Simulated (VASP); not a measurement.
Here is a VASP 6.6.1 calculation.

Contents of POSCAR:

```
Cs2MoF6
1.0
    0.0000000000      4.5521602124      4.5521602124
    4.5521602124      0.0000000000      4.5521602124
    4.5521602124      4.5521602124      0.0000000000
F Mo Cs
6 1 2
Direct
    0.7849077051      0.2150922949      0.2150922949
    0.2150922949      0.7849077051      0.2150922949
    0.2150922949      0.7849077051      0.7849077051
    0.7849077051      0.2150922949      0.7849077051
    0.2150922949      0.2150922949      0.7849077051
    0.7849077051      0.7849077051      0.2150922949
    0.0000000000      0.0000000000      0.0000000000
    0.2500000000      0.2500000000      0.2500000000
    0.7500000000      0.7500000000      0.7500000000
```

INCAR.step1

```
ALGO = Normal ; EDIFF = 1E-4
ENCUT = 520 ; GGA = PE
ISMEAR = -1 ; LASPH = T
LCHARG = F ; LREAL = F
LWAVE = T ; NBANDS = 47
NELM = 60 ; PREC = Accurate
SIGMA = 0.1
```

Contents of INCAR.step2:

```
ALGO = Normal ; EDIFF = 1E-6
ENCUT = 520 ; ISIF = 2
ISMEAR = -1 ; ISTART = 1
LASPH = T ; LCHARG = F
LMIXTAU = T ; LREAL = F
LWAVE = F ; METAGGA = R2SCAN
NBANDS = 47 ; NELM = 60
PREC = Accurate ; SIGMA = 0.1
```

Contents of KPOINTS:

```
k-points
0
Gamma
  7 7 7
```

Potentials or basis: VASP PAW PBE potentials, release 64 (F, Mo_sv, Cs_sv).

Command:

```sh
$ cat potpaw_PBE.64/F/POTCAR potpaw_PBE.64/Mo_sv/POTCAR potpaw_PBE.64/Cs_sv/POTCAR > POTCAR
$ cp INCAR.step1 INCAR
$ mpirun -np 1 vasp_std > vasp.out
$ cp INCAR.step2 INCAR
$ mpirun -np 1 vasp_std > vasp.out
```

**Question.** Estimate the largest force.

**Answer.** 0.137 eV/Å.

**Question.** Estimate the band gap on the k mesh.

**Answer.** Zero (bands 37 and 38 overlap by 0.02 eV).

**Question.** Estimate the pressure.

**Answer.** 0.3 GPa.

Forces in eV/Å, atoms in the order of the input:
```
F    0.137  0.000  0.000
F    0.000  0.137  0.000
F   -0.137  0.000  0.000
F    0.000 -0.137  0.000
F    0.000  0.000  0.137
F    0.000  0.000 -0.137
Mo   0.000  0.000  0.000
Cs   0.000  0.000  0.000
Cs   0.000  0.000  0.000
```

Caveat: the PAW data sets were made with another functional, which shifts forces and pressure a little; spin-orbit coupling is left out, which moves the levels of the heavy elements.
